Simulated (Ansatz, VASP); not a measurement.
# Mo in VASP and in Ansatz

Contents of INCAR:

```
SYSTEM = Mo
PREC     = Accurate       ! precision mode
ENCUT    = 520            ! plane-wave cutoff, eV
EDIFF    = 1E-6           ! SCF threshold, eV
ISMEAR   = -1             ! smearing method
SIGMA    = 0.1            ! smearing width, eV
LREAL    = .FALSE.        ! projectors in reciprocal space
LASPH    = .TRUE.         ! aspherical terms in the spheres
NELM     = 60             ! most SCF steps
ALGO     = Normal         ! electronic algorithm
ISIF     = 2              ! what is computed and relaxed
LWAVE    = .FALSE.        ! write WAVECAR
LCHARG   = .FALSE.        ! write CHGCAR
GGA      = PS             ! functional
NBANDS   = 13             ! bands
```

File KPOINTS:

```
regular mesh
0
G
  14 14 13
  0 0 0
```

Contents of POSCAR:

```
Mo
1.0
    2.7355104000     -0.0273551040      0.0000000000
   -1.3914454150      2.3826990520      0.0000000000
    0.0000000000      0.0000000000      2.5551807000
Mo
1
Direct
    0.0000000000      0.0000000000      0.5000000000
```

Input for Ansatz:

```yaml
crystal:
  lattice:
    - [2.7355104, -0.027355103999999995, 0.0]
    - [-1.391445415, 2.382699052, 0.0]
    - [0.0, 0.0, 2.5551807]
  atoms:
    - { symbol: Mo, position: [0.0, 0.0, 0.5] }
basis:
  ecutwfc: 520.0
kpoints:
  mp_grid:
    grid: [14, 14, 13]
hamiltonian:
  xc: pbesol
  pseudopotentials:
    kind: paw
scf:
  occupations:
    method: fermi_dirac
output:
  stress: true
```

Alike in both runs: task single point; functional PBEsol; k mesh 14 × 14 × 13; no spin polarisation.

|  | VASP | Ansatz |
| --- | --- | --- |
| version | VASP 6.6.1 | Ansatz 0.2.0 |
| potentials or method | VASP PAW PBE potentials, release 64 (Mo_sv), cutoff 520 eV | plane waves, PAW |
| occupations | fermi-dirac, width 0.1 eV | fermi-dirac |
| valence electrons in the cell | 14 | 14 |

VASP gave:

| Item | Value |
| --- | --- |
| pressure (GPa) | -2.9 |
| traceless stress, the component that is largest in VASP (GPa) | -4.44 |

Question: What did Ansatz give for the same quantities?

Answer: Pressure (GPa): -3.5; traceless stress, the component that is largest in VASP (GPa): -4.56.

VASP's potentials were made for PBE, not for PBEsol.
